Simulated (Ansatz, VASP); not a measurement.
# CO2: VASP beside Ansatz

Contents of INCAR:

```
PREC = Accurate
ENCUT = 520
EDIFF = 1E-6
ISMEAR = 0
SIGMA = 0.05
LREAL = False
LASPH = True
NELM = 100
ALGO = Normal
ISIF = 2
LWAVE = False
LCHARG = False
GGA = PE
NBANDS = 44
```

The input KPOINTS:

```
regular mesh
0
Gamma
  4 4 4
```

File POSCAR:

```
CO2
1.0
    5.6700000099      0.0000000000      0.0000000000
    0.0000000000      5.6700000099      0.0000000000
    0.0000000000      0.0000000000      5.8083480102
C O
4 8
Direct
    0.0000000000      0.0000000000      0.0000000000
    0.5000000000      0.0000000000      0.5000000000
    0.5000000000      0.5000000000      0.0000000000
    0.0000000000      0.5000000000      0.5000000000
    0.1114834447      0.1114834447      0.1114834447
    0.3885165553      0.8885165553      0.6114834447
    0.6114834447      0.3885165553      0.8885165553
    0.8885165553      0.6114834447      0.3885165553
    0.8885165553      0.8885165553      0.8885165553
    0.6114834447      0.1114834447      0.3885165553
    0.3885165553      0.6114834447      0.1114834447
    0.1114834447      0.3885165553      0.6114834447
```

Input for Ansatz:

```yaml
crystal:
  lattice:
    - [5.6700000099, 0.0, 0.0]
    - [0.0, 5.6700000099, 0.0]
    - [0.0, 0.0, 5.8083480102]
  atoms:
    - { symbol: C, position: [0.0, 0.0, 0.0] }
    - { symbol: C, position: [0.5, 0.0, 0.5] }
    - { symbol: C, position: [0.5, 0.5, 0.0] }
    - { symbol: C, position: [0.0, 0.5, 0.5] }
    - { symbol: O, position: [0.1114834447, 0.1114834447, 0.1114834447] }
    - { symbol: O, position: [0.3885165553, 0.8885165553, 0.6114834447] }
    - { symbol: O, position: [0.6114834447, 0.3885165553, 0.8885165553] }
    - { symbol: O, position: [0.8885165553, 0.6114834447, 0.3885165553] }
    - { symbol: O, position: [0.8885165553, 0.8885165553, 0.8885165553] }
    - { symbol: O, position: [0.6114834447, 0.1114834447, 0.3885165553] }
    - { symbol: O, position: [0.3885165553, 0.6114834447, 0.1114834447] }
    - { symbol: O, position: [0.1114834447, 0.3885165553, 0.6114834447] }
basis:
  ecutwfc: 520.0
kpoints:
  mp_grid: { grid: [4, 4, 4] }
hamiltonian:
  xc: pbe
scf:
  occupations: { method: gaussian, width: 0.05 }
output:
  forces: true
  stress: true
  eigenvalues: true
```

Alike in both runs: task single point; functional PBE; k mesh 4 × 4 × 4; occupations gaussian, width 0.05 eV; no spin polarisation.

|  | VASP | Ansatz |
| --- | --- | --- |
| version | VASP 6.6.1 | Ansatz 0.2.0 |
| potentials or method | VASP PAW PBE potentials, release 64 (C, O), cutoff 520 eV | scalar-relativistic, plane waves, PAW |
| valence electrons in the cell | 64 | 64 |

```tsv
	VASP	Ansatz	Ansatz less VASP
gap on the k mesh at the Fermi level (eV)	7.22	7.23	+0.009
least direct gap on the mesh (eV)	7.22	7.23	+0.009
pressure (GPa)	24.0	21.7	-2.28
traceless stress, the component that is largest in VASP (GPa)	0.66	0.58	-0.081
rms of the force components (eV/Å)	4.436	3.948	-0.4879
```

Atom by atom the forces differ by 0.488 eV/Å (rms over components). The functional is the same, so the differences come from potentials, cutoffs and numerics.

Noted on VASP's run: the standard files for N, O and F lose accuracy on very short bonds.
